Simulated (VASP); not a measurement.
Al16HC, 18 atoms in the cell. The cell holds a slab with vacuum, 18 atoms: a = 5.728 Å, b = 5.728 Å, c = 20.075 Å, α = 90.00°, β = 90.00°, γ = 90.00°. 

- Program: VASP 6.6.1
- Task: single point
- Functional: PBE
- Potentials or basis: VASP PAW PBE potentials, release 64 (Al, C, H)
- Cutoff: 520 eV
- k mesh: 2 × 2 × 1
- Occupations: fermi-dirac, width 0.1 eV
- Spin: no spin polarisation
- Dipole correction: no
- Further INCAR settings: LREAL = Auto; ALGO = Normal; EDIFF = 1e-07; NBANDS = 42

Potentials or basis: VASP PAW PBE potentials, release 64 (Al, C, H).

Run with:

```sh
$ cat potpaw_PBE.64/Al/POTCAR potpaw_PBE.64/C/POTCAR potpaw_PBE.64/H/POTCAR > POTCAR
$ mpirun -np 1 vasp_std > vasp.out
```

Hardware: 1 thread of AMD EPYC 7R13 Processor (Zen 3), with other jobs on the host.

Q: How long does it take, and how much memory?

A: It took 27 min on 1 thread of AMD EPYC 7R13 Processor (Zen 3) (shared host), peak memory 0.65 GiB. Counts: scf iterations 27, k points 4.
